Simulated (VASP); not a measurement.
Here is a VASP 6.6.1 calculation.

File POSCAR:

```
Cd
1.0
    1.6847153432      0.9726708569      2.5660928322
   -1.6847153432      0.9726708569      2.5660928322
    0.0000000000     -1.9453417139      2.5660928322
Cd
1
Direct
    0.0000000000      0.0000000000      0.0000000000
```

File INCAR.step1:

```
SYSTEM = Cd
PREC = Accurate
ENCUT = 400
EDIFF = 1E-5
ISMEAR = 1
SIGMA = 0.05
LREAL = .False.
LASPH = .True.
NELM = 120
ALGO = Normal
ISIF = 2
LWAVE = .True.
GGA = PE
NBANDS = 12
GGA_COMPAT = .False.
```

File INCAR.step2:

```
SYSTEM = Cd
PREC = Accurate
ENCUT = 400
EDIFF = 1E-6
ISMEAR = 1
SIGMA = 0.05
LREAL = .False.
LASPH = .True.
NELM = 120
ALGO = Normal
ISIF = 2
LWAVE = .False.
LCHARG = .True.
GGA = PE
LHFCALC = .True.
AEXX = 0.25
PRECFOCK = Normal
LELF = .True.
LVHAR = .True.
ISTART = 1
NBANDS = 12
GGA_COMPAT = .False.
```

The input KPOINTS:

```
Automatic mesh
0
Gamma
  7 7 7
  0 0 0
```

Potentials or basis: VASP PAW PBE potentials, release 64 (Cd).

Run with:

```console
$ cat potpaw_PBE.64/Cd/POTCAR > POTCAR
$ cp INCAR.step1 INCAR
$ mpirun -np 1 vasp_std > vasp.out
$ cp INCAR.step2 INCAR
$ mpirun -np 1 vasp_std > vasp.out
```

Task: Predict the pressure.

Result: -6.0 GPa.

Task: What does it give for the band gap on the k mesh?

Result: Zero (bands 6 and 7 overlap by 2.59 eV).

Stress tensor (GPa, compression positive):
```
-6.12  0.00  0.00
 0.00 -6.12  0.00
 0.00  0.00 -5.65
```

Caveat: the cell stands under tension; the PAW data sets were made with another functional, which shifts forces and pressure a little.
